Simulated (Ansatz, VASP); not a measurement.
## Two plane-wave programs on LiCl

```
Li Cl
1.0
     3.60050    0.00000    0.00000
    -1.80025    3.11812    0.00000
     0.00000    0.00000    6.07071
Li Cl
2 2
Direct
  0.00000 0.00000 0.00000
  0.00000 0.00000 0.50000
  0.33333 0.66667 0.25000
  0.66667 0.33333 0.75000
```

Alike in both runs: task single point; functional PBE; k mesh 6 × 6 × 4; no spin polarisation.

|  | VASP | Ansatz |
| --- | --- | --- |
| version | VASP 6.6.1 | Ansatz 0.2.0 |
| potentials or method | VASP PAW PBE potentials, release 64 (Li_sv, Cl) | plane waves, PAW |
| plane-wave cutoff (eV) | 520 | 420 |
| occupations | gaussian, width 0.01 eV | fixed |
| valence electrons in the cell | 20 | 20 |

```csv
,VASP,Ansatz,Ansatz less VASP
gap on the k mesh at the Fermi level (eV),6.24,6.23,-0.013
```

Noted on VASP's run: the cutoff is short for stress, so the pressure is rough.
